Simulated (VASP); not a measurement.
# Sb2Pt (Pa-3) in VASP: a series of runs

Aim: see how the results for Sb2Pt move with the level of theory and the settings. Levels: PBE, r2SCAN. Tasks: electric field gradients.

All numbers are computed with VASP 6.6.1; they aren't measurements. Logs are shortened: lines on timing, memory, paths and dates and some standing lists are left out, and cuts for length are marked.

### 1 The cell of the first run

It takes space group Pa-3 (No. 205, cubic). The conventional cell has a = 6.442 Å, b = 6.442 Å, c = 6.442 Å, α = 90.00°, β = 90.00°, γ = 90.00°. Within 3.7 Å of Sb (site symmetry 3) lie 3 Pt at 2.67 Å and 7 Sb at 2.78 to 3.60 Å. Within 3.5 Å of Pt (site symmetry -3) lie 6 Sb at 2.67 Å.

### 2 Electric field gradients, PBE

INCAR

```
SYSTEM = Sb2Pt
PREC     = Accurate       ! precision mode
ENCUT    = 520            ! plane-wave cutoff, eV
EDIFF    = 1E-8           ! SCF threshold, eV
ISMEAR   = -1             ! smearing method
SIGMA    = 0.05           ! smearing width, eV
LREAL    = .FALSE.        ! projectors in reciprocal space
LASPH    = .TRUE.         ! aspherical terms in the spheres
NELM     = 60             ! most SCF steps
ALGO     = Normal         ! electronic algorithm
ISIF     = 2              ! what is computed and relaxed
LWAVE    = .FALSE.        ! write WAVECAR
LCHARG   = .FALSE.        ! write CHGCAR
GGA      = PE             ! functional
LEFG     = .TRUE.       
NBANDS   = 52             ! bands
```

KPOINTS

```
regular mesh
0
G
  5 5 5
  0 0 0
```

POSCAR

```
Sb2Pt
1.0
    6.4423000000      0.0000000000      0.0000000000
    0.0000000000      6.4423000000      0.0000000000
    0.0000000000      0.0000000000      6.4423000000
Sb Pt
8 4
Direct
    0.3753000000      0.3753000000      0.3753000000
    0.1247000000      0.6247000000      0.8753000000
    0.8753000000      0.1247000000      0.6247000000
    0.6247000000      0.8753000000      0.1247000000
    0.6247000000      0.6247000000      0.6247000000
    0.8753000000      0.3753000000      0.1247000000
    0.1247000000      0.8753000000      0.3753000000
    0.3753000000      0.1247000000      0.8753000000
    0.0000000000      0.0000000000      0.0000000000
    0.5000000000      0.0000000000      0.5000000000
    0.5000000000      0.5000000000      0.0000000000
    0.0000000000      0.5000000000      0.5000000000
```

Potentials or basis: VASP PAW PBE potentials, release 64 (Sb, Pt).

On the command line:

```bash
cat potpaw_PBE.64/Sb/POTCAR potpaw_PBE.64/Pt/POTCAR > POTCAR
mpirun -np 1 vasp_std > vasp.out
```

OUTCAR:

```text
SYSTEM = Sb2Pt
   PREC = Accurate
   ENCUT = 520
   EDIFF = 1E-8
   ISMEAR = -1
   LREAL = .FALSE.
   LASPH = .TRUE.
   NELM = 60
   ISIF = 2
   GGA = PE

 ion  position               nearest neighbor table
   1  0.375  0.375  0.375-  10 2.67  11 2.67  12 2.67   5 2.78   6 3.60   7 3.60   8 3.60   8 3.60
                             7 3.60   6 3.60
   2  0.125  0.625  0.875-   9 2.67  11 2.67  12 2.67   6 2.78   5 3.60   7 3.60   8 3.60   7 3.60
                             8 3.60   5 3.60
   3  0.875  0.125  0.625-   9 2.67  10 2.67  12 2.67   7 2.78   6 3.60   5 3.60   8 3.60   6 3.60
                             5 3.60   8 3.60
   4  0.625  0.875  0.125-   9 2.67  10 2.67  11 2.67   8 2.78   6 3.60   7 3.60   5 3.60   5 3.60
                             6 3.60   7 3.60
   5  0.625  0.625  0.625-  10 2.67  11 2.67  12 2.67   1 2.78   2 3.60   3 3.60   4 3.60   4 3.60
                             3 3.60   2 3.60
   6  0.875  0.375  0.125-   9 2.67  11 2.67  12 2.67   2 2.78   1 3.60   3 3.60   4 3.60   3 3.60
                             4 3.60   1 3.60
   7  0.125  0.875  0.375-   9 2.67  10 2.67  12 2.67   3 2.78   2 3.60   1 3.60   4 3.60   2 3.60
                             1 3.60   4 3.60
   8  0.375  0.125  0.875-   9 2.67  10 2.67  11 2.67   4 2.78   2 3.60   3 3.60   1 3.60   1 3.60
                             2 3.60   3 3.60
   9  0.000  0.000  0.000-   2 2.67   3 2.67   4 2.67   6 2.67   7 2.67   8 2.67
  10  0.500  0.000  0.500-   1 2.67   3 2.67   4 2.67   5 2.67   7 2.67   8 2.67
  11  0.500  0.500  0.000-   1 2.67   2 2.67   4 2.67   5 2.67   6 2.67   8 2.67
  12  0.000  0.500  0.500-   1 2.67   2 2.67   3 2.67   5 2.67   6 2.67   7 2.67

  LATTYP: Found a simple cubic cell.
 ALAT       =     6.4423000000

  Lattice vectors:

 A1 = (   6.4423000000,   0.0000000000,   0.0000000000)
 A2 = (   0.0000000000,   6.4423000000,   0.0000000000)
 A3 = (   0.0000000000,   0.0000000000,   6.4423000000)

Analysis of symmetry for initial positions (statically):
=====================================================================
 Subroutine PRICEL returns:
 Original cell was already a primitive cell.

 Routine SETGRP: Setting up the symmetry group for a
 simple cubic supercell.

 Subroutine GETGRP returns: Found 24 space group operations
 (whereof  6 operations were pure point group operations)
 out of a pool of 48 trial point group operations.

The static configuration has the point symmetry S_6 .
 The point group associated with its full space group is T_h .

Analysis of symmetry for dynamics (positions and initial velocities):
[... 795 lines left out ...]

 POSITION                                       TOTAL-FORCE (eV/Angst)
 -----------------------------------------------------------------------------------
      2.41780      2.41780      2.41780        -0.104440     -0.104440     -0.104440
      0.80335      4.02450      5.63895         0.104440      0.104440     -0.104440
      5.63895      0.80335      4.02450        -0.104440      0.104440      0.104440
      4.02450      5.63895      0.80335         0.104440     -0.104440      0.104440
      4.02450      4.02450      4.02450         0.104440      0.104440      0.104440
      5.63895      2.41780      0.80335        -0.104440     -0.104440      0.104440
      0.80335      5.63895      2.41780         0.104440     -0.104440     -0.104440
      2.41780      0.80335      5.63895        -0.104440      0.104440     -0.104440
      0.00000      0.00000      0.00000        -0.000000      0.000000     -0.000000
      3.22115      0.00000      3.22115        -0.000000      0.000000     -0.000000
      3.22115      3.22115      0.00000        -0.000000      0.000000     -0.000000
      0.00000      3.22115      3.22115        -0.000000      0.000000     -0.000000
 -----------------------------------------------------------------------------------
    total drift:                               -0.000000      0.000000     -0.000000

  FREE ENERGIE OF THE ION-ELECTRON SYSTEM (eV)
  ---------------------------------------------------
  free  energy   TOTEN  =       -62.9875723267 eV

  energy  without entropy=      -62.9767242088  energy(sigma->0) =      -62.98214827

 Electric field gradients (V/A^2)
---------------------------------------------------------------------
 ion       V_xx      V_yy      V_zz      V_xy      V_xz      V_yz
---------------------------------------------------------------------
   1       0.000     0.000     0.000    27.339    27.339    27.339
   2      -0.000     0.000     0.000    27.339   -27.339   -27.339
   3       0.000    -0.000     0.000   -27.339   -27.339    27.339
   4      -0.000    -0.000     0.000   -27.339    27.339   -27.339
   5       0.000     0.000     0.000    27.339    27.339    27.339
   6      -0.000     0.000     0.000    27.339   -27.339   -27.339
   7       0.000     0.000     0.000   -27.339   -27.339    27.339
   8       0.000     0.000     0.000   -27.339    27.339   -27.339
   9      -0.000    -0.000     0.000   -10.200   -10.200   -10.200
  10      -0.000    -0.000     0.000   -10.200    10.200    10.200
  11      -0.000    -0.000     0.000    10.200    10.200   -10.200
  12      -0.000    -0.000     0.000    10.200   -10.200    10.200
---------------------------------------------------------------------

 Electric field gradients after diagonalization (V/A^2)
 (convention: |V_zz| > |V_xx| > |V_yy|)
----------------------------------------------------------------------
 ion       V_xx      V_yy      V_zz     asymmetry (V_yy - V_xx)/ V_zz
----------------------------------------------------------------------
   1     -27.339   -27.339    54.677       0.000
   2     -27.339   -27.339    54.677       0.000
   3     -27.339   -27.339    54.677       0.000
   4     -27.339   -27.339    54.677       0.000
   5     -27.339   -27.339    54.677       0.000
   6     -27.339   -27.339    54.677       0.000
   7     -27.339   -27.339    54.677       0.000
   8     -27.339   -27.339    54.677       0.000
   9      10.200    10.200   -20.399       0.000
  10      10.200    10.200   -20.399       0.000
  11      10.200    10.200   -20.399       0.000
  12      10.200    10.200   -20.399       0.000
----------------------------------------------------------------------

           NMR quadrupolar parameters

 Cq : quadrupolar parameter    Cq=e*Q*V_zz/h
 eta: asymmetry parameters     (V_yy - V_xx)/ V_zz
 Q  : nuclear electric quadrupole moment in mb (millibarn)
----------------------------------------------------------------------
 ion       Cq(MHz)       eta       Q (mb)
----------------------------------------------------------------------
   1       0.132       0.000       1.000
   2       0.132       0.000       1.000
   3       0.132       0.000       1.000
   4       0.132       0.000       1.000
   5       0.132       0.000       1.000
   6       0.132       0.000       1.000
   7       0.132       0.000       1.000
   8       0.132       0.000       1.000
   9      -0.049       0.000       1.000
  10      -0.049       0.000       1.000
  11      -0.049       0.000       1.000
  12      -0.049       0.000       1.000
----------------------------------------------------------------------
```

stdout:

```text
POSCAR found type information on POSCAR SbPt
 POSCAR found :  2 types and      12 ions
 scaLAPACK will be used
 LDA part: xc-table for (Slater+PW92), standard interpolation
 POSCAR, INCAR and KPOINTS ok, starting setup
 FFT: planning ... GRIDC
 FFT: planning ... GRID_SOFT
 FFT: planning ... GRID
 WAVECAR not read
 entering main loop
ion   1

ion   2

ion   3

ion   4

ion   5

ion   6

ion   7

ion   8

ion   9

ion  10

ion  11

ion  12
```

Wall time 2.5 min (1 thread of Intel Xeon Platinum 8488C (Sapphire Rapids), shared host); peak memory 0.39 GiB.

Results:

- Free energy: -62.9876 eV
- Pressure: 5.8 GPa
- Largest force: 0.181 eV/Å
- Band gap on the k mesh: zero (bands 40 and 41 overlap by 0.05 eV)
- Largest electric field gradient by atom: Sb +54.7; Pt -20.4 V/Å²

Forces on the atoms (eV/Å):
```
Sb  -0.104 -0.104 -0.104
Sb   0.104  0.104 -0.104
Sb  -0.104  0.104  0.104
Sb   0.104 -0.104  0.104
Sb   0.104  0.104  0.104
Sb  -0.104 -0.104  0.104
Sb   0.104 -0.104 -0.104
Sb  -0.104  0.104 -0.104
Pt   0.000  0.000  0.000
Pt   0.000  0.000  0.000
Pt   0.000  0.000  0.000
Pt   0.000  0.000  0.000
```

Electric field gradients, principal values (V/Å²):
| atom | least | middle | greatest (by size) |
| --- | --- | --- | --- |
| 1 Sb | -27.339 | -27.339 | 54.677 |
| 2 Sb | -27.339 | -27.339 | 54.677 |
| 3 Sb | -27.339 | -27.339 | 54.677 |
| 4 Sb | -27.339 | -27.339 | 54.677 |
| 5 Sb | -27.339 | -27.339 | 54.677 |
| 6 Sb | -27.339 | -27.339 | 54.677 |
| 7 Sb | -27.339 | -27.339 | 54.677 |
| 8 Sb | -27.339 | -27.339 | 54.677 |
| 9 Pt | 10.200 | 10.200 | -20.399 |
| 10 Pt | 10.200 | 10.200 | -20.399 |
| 11 Pt | 10.200 | 10.200 | -20.399 |
| 12 Pt | 10.200 | 10.200 | -20.399 |

Caveat: the cell stands under pressure; without QUAD_EFG the Cq values of the log hold for a quadrupole moment of 1 mb, not for the nuclei; spin-orbit coupling is left out, which moves the levels of the heavy elements.

### 3 Electric field gradients, r2SCAN

POSCAR

```
Sb2Pt
1.0
    6.4423000000      0.0000000000      0.0000000000
    0.0000000000      6.4423000000      0.0000000000
    0.0000000000      0.0000000000      6.4423000000
Sb Pt
8 4
Direct
    0.3744988013      0.3744988013      0.3744988013
    0.1255011987      0.6255011987      0.8744988013
    0.8744988013      0.1255011987      0.6255011987
    0.6255011987      0.8744988013      0.1255011987
    0.6255011987      0.6255011987      0.6255011987
    0.8744988013      0.3744988013      0.1255011987
    0.1255011987      0.8744988013      0.3744988013
    0.3744988013      0.1255011987      0.8744988013
    0.0000000000      0.0000000000      0.0000000000
    0.5000000000      0.0000000000      0.5000000000
    0.5000000000      0.5000000000      0.0000000000
    0.0000000000      0.5000000000      0.5000000000
```

INCAR.step1

```
SYSTEM = Sb2Pt
  PREC = Accurate
  ENCUT = 520
  ISMEAR = -1
  SIGMA = 0.05
  LREAL = .FALSE.
  LASPH = .TRUE.
  NELM = 60
  NBANDS = 52
  GGA = PE
  ALGO = Normal
  EDIFF = 1E-4
  LWAVE = .TRUE.
  LCHARG = .FALSE.
```

INCAR.step2

```
SYSTEM = Sb2Pt
  PREC = Accurate
  ENCUT = 520
  EDIFF = 1E-8
  ISMEAR = -1
  SIGMA = 0.05
  LREAL = .FALSE.
  LASPH = .TRUE.
  NELM = 60
  ALGO = Normal
  ISIF = 2
  LWAVE = .FALSE.
  LCHARG = .FALSE.
  METAGGA = R2SCAN
  LMIXTAU = .TRUE.
  LEFG = .TRUE.
  NBANDS = 52
  ISTART = 1
```

KPOINTS

```
Automatic mesh
0
G
  5 5 5
  0 0 0
```

Potentials or basis: VASP PAW PBE potentials, release 64 (Sb, Pt).

On the command line:

```bash
cat potpaw_PBE.64/Sb/POTCAR potpaw_PBE.64/Pt/POTCAR > POTCAR
cp INCAR.step1 INCAR
mpirun -np 1 vasp_std > vasp.out
cp INCAR.step2 INCAR
mpirun -np 1 vasp_std > vasp.out
```

OUTCAR:

```text
SYSTEM = Sb2Pt
   PREC = Accurate
   ENCUT = 520
   EDIFF = 1E-8
   ISMEAR = -1
   LREAL = .FALSE.
   LASPH = .TRUE.
   NELM = 60
   ISIF = 2
   METAGGA = R2SCAN
   ISTART = 1

 ion  position               nearest neighbor table
   1  0.374  0.374  0.374-  10 2.67  11 2.67  12 2.67   5 2.80   6 3.60   7 3.60   8 3.60   8 3.60
                             7 3.60   6 3.60
   2  0.126  0.626  0.874-   9 2.67  11 2.67  12 2.67   6 2.80   5 3.60   7 3.60   8 3.60   7 3.60
                             8 3.60   5 3.60
   3  0.874  0.126  0.626-   9 2.67  10 2.67  12 2.67   7 2.80   6 3.60   5 3.60   8 3.60   6 3.60
                             5 3.60   8 3.60
   4  0.626  0.874  0.126-   9 2.67  10 2.67  11 2.67   8 2.80   6 3.60   7 3.60   5 3.60   5 3.60
                             6 3.60   7 3.60
   5  0.626  0.626  0.626-  10 2.67  11 2.67  12 2.67   1 2.80   2 3.60   3 3.60   4 3.60   4 3.60
                             3 3.60   2 3.60
   6  0.874  0.374  0.126-   9 2.67  11 2.67  12 2.67   2 2.80   1 3.60   3 3.60   4 3.60   3 3.60
[... 877 lines left out ...]
   1     -30.236   -30.236    60.473       0.000
   2     -30.236   -30.236    60.473       0.000
   3     -30.236   -30.236    60.473       0.000
   4     -30.236   -30.236    60.473       0.000
   5     -30.236   -30.236    60.473       0.000
   6     -30.236   -30.236    60.473       0.000
   7     -30.236   -30.236    60.473       0.000
   8     -30.236   -30.236    60.473       0.000
   9      14.166    14.166   -28.333       0.000
  10      14.166    14.166   -28.333       0.000
  11      14.166    14.166   -28.333       0.000
  12      14.166    14.166   -28.333       0.000
----------------------------------------------------------------------

           NMR quadrupolar parameters

 Cq : quadrupolar parameter    Cq=e*Q*V_zz/h
 eta: asymmetry parameters     (V_yy - V_xx)/ V_zz
 Q  : nuclear electric quadrupole moment in mb (millibarn)
----------------------------------------------------------------------
 ion       Cq(MHz)       eta       Q (mb)
----------------------------------------------------------------------
   1       0.146       0.000       1.000
   2       0.146       0.000       1.000
   3       0.146       0.000       1.000
   4       0.146       0.000       1.000
   5       0.146       0.000       1.000
   6       0.146       0.000       1.000
   7       0.146       0.000       1.000
   8       0.146       0.000       1.000
   9      -0.069       0.000       1.000
  10      -0.069       0.000       1.000
  11      -0.069       0.000       1.000
  12      -0.069       0.000       1.000
----------------------------------------------------------------------
```

Run time: 7.8 min. Hardware: 1 thread of Intel Xeon Platinum 8488C (Sapphire Rapids), shared host; peak memory 0.43 GiB.

What came out:

```yaml
Free_energy: -418.0089 eV
Pressure: 3.4 GPa
Largest_force: 0.096 eV/Å
Band_gap_on_the_k_mesh: 0.03 eV (least direct gap 0.19 eV)
Largest_electric_field_gradient_by_atom: Sb +60.5; Pt -28.3 V/Å²
```

Forces on the atoms (eV/Å):
```
Sb   0.056  0.056  0.056
Sb  -0.056 -0.056  0.056
Sb   0.056 -0.056 -0.056
Sb  -0.056  0.056 -0.056
Sb  -0.056 -0.056 -0.056
Sb   0.056  0.056 -0.056
Sb  -0.056  0.056  0.056
Sb   0.056 -0.056  0.056
Pt   0.000  0.000  0.000
Pt   0.000  0.000  0.000
Pt   0.000  0.000  0.000
Pt   0.000  0.000  0.000
```

Electric field gradients, principal values (V/Å²):
```
 atom    least   middle  greatest (by size)
 1 Sb  -30.236  -30.236              60.473
 2 Sb  -30.236  -30.236              60.473
 3 Sb  -30.236  -30.236              60.473
 4 Sb  -30.236  -30.236              60.473
 5 Sb  -30.236  -30.236              60.473
 6 Sb  -30.236  -30.236              60.473
 7 Sb  -30.236  -30.236              60.473
 8 Sb  -30.236  -30.236              60.473
 9 Pt   14.166   14.166             -28.333
10 Pt   14.166   14.166             -28.333
11 Pt   14.166   14.166             -28.333
12 Pt   14.166   14.166             -28.333
```

Caveat: the cell stands under pressure; the smearing spreads over this small gap; without QUAD_EFG the Cq values of the log hold for a quadrupole moment of 1 mb, not for the nuclei; the PAW data sets were made with another functional, which shifts forces and pressure a little; spin-orbit coupling is left out, which moves the levels of the heavy elements; an odd mesh through Γ misses points on the zone boundary, where band edges can lie.
